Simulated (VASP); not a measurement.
Input of a VASP 6.6.1 run:

File INCAR:

```
SYSTEM = Al12H
ALGO = Normal
DIPOL = 0.5 0.5 0.307
EDIFF = 1E-6
ENCUT = 520
GGA = PE
IDIPOL = 3
ISIF = 2
ISMEAR = 0
ISPIN = 2
LASPH = .TRUE.
LCHARG = .FALSE.
LDIPOL = .TRUE.
LORBIT = 11
LREAL = .FALSE.
LWAVE = .FALSE.
MAGMOM = 0 0 0 0 0 0 0 0 0 0 0 0 1
NBANDS = 34
NELM = 150
PREC = Accurate
SIGMA = 0.1
```

KPOINTS

```
k-points
0
G
  6 6 1
  0 0 0
```

POSCAR

```
Al12H
1.0
    5.7143028096      0.0000000000      0.0000000000
   -2.8571514048      4.9487313980      0.0000000000
    0.0000000000      0.0000000000     21.6016424764
Al H
12 1
Direct
    0.3333333333      0.1666666667      0.1851711047
    0.3333333333      0.6666666667      0.1851711047
    0.8333333333      0.1666666667      0.1851711047
    0.8333333333      0.6666666667      0.1851711047
    0.1666666667      0.3333333333      0.2916873740
    0.1666666667      0.8333333333      0.2916873740
    0.6666666667      0.3333333333      0.2916873740
    0.6666666667      0.8333333333      0.2916873740
    0.0000000000      0.0000000000      0.3981939098
    0.0000000000      0.5000000000      0.3981939098
    0.5000000000      0.0000000000      0.3981939098
    0.5000000000      0.5000000000      0.3981939098
    0.0555555556     -0.0555555556      0.4940199565
```

Potentials or basis: VASP PAW PBE potentials, release 64 (Al, H).

Command:

```console
$ cat potpaw_PBE.64/Al/POTCAR potpaw_PBE.64/H/POTCAR > POTCAR
$ mpirun -np 1 vasp_std > vasp.out
```

**Question.** What does it give for the net moment?

**Answer.** 0.00 μB per cell.

**Question.** Predict the largest force.

**Answer.** 2.058 eV/Å.

Forces in eV/Å, atoms in the order of the input:
```
Al   0.054  0.076 -0.071
Al   0.054 -0.031 -0.057
Al  -0.060  0.035 -0.109
Al  -0.039 -0.085 -0.071
Al  -0.019  0.176  0.004
Al   0.133 -0.077  0.154
Al   0.065 -0.038 -0.086
Al  -0.162 -0.072  0.004
Al   0.265 -0.153  2.035
Al  -0.013 -0.068 -0.011
Al   0.053  0.045 -0.011
Al   0.006 -0.003 -0.080
H   -0.337  0.195 -1.703
```
